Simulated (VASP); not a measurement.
Wanted: the native input for a VASP 6.6.1 run.

```yaml
Task: single point
Functional: LDA
Potentials_or_basis: VASP PAW LDA potentials, release 64 (B_h, As_d)
Cutoff: 1230 eV
k_mesh: 10 × 10 × 10
Occupations: gaussian, width 0.02 eV
Spin: no spin polarisation
Dipole_correction: no
Further_INCAR_settings: ALGO = Normal; EDIFF = 1e-06; NBANDS = 16
```

The structure of BAs lies in POSCAR:

```
BAs
1.0
    0.0000000000      2.3662690277      2.3662690277
    2.3662690277      0.0000000000      2.3662690277
    2.3662690277      2.3662690277      0.0000000000
B As
1 1
Direct
    0.0000000000      0.0000000000      0.0000000000
    0.2500000000      0.2500000000      0.2500000000
```

These files were run (other wordings do the same):

INCAR

```
SYSTEM = BAs
ALGO = Normal ; EDIFF = 1E-6
ENCUT = 1230 ; GGA_COMPAT = .FALSE.
ISIF = 2 ; ISMEAR = 0
LASPH = .TRUE. ; LCHARG = .FALSE.
LREAL = .FALSE. ; LWAVE = .FALSE.
NBANDS = 16 ; NELM = 120
PREC = Accurate ; SIGMA = 0.02
```

KPOINTS

```
k-points
0
G
  10 10 10
  0 0 0
```

Potentials or basis: VASP PAW LDA potentials, release 64 (B_h, As_d).

Launch:

```console
$ cat potpaw_LDA.64/B_h/POTCAR potpaw_LDA.64/As_d/POTCAR > POTCAR
$ mpirun -np 1 vasp_std > vasp.out
```

Results of the run:

```yaml
Pressure: 0.3 GPa
Band_gap_on_the_k_mesh: 1.10 eV (least direct gap 3.29 eV)
```

Wall time 57 s on 1 thread of Intel(R) Xeon(R) Platinum 8259CL CPU @ 2.50GHz (Skylake/Cascade Lake), on a shared host, peak memory 0.24 GiB.
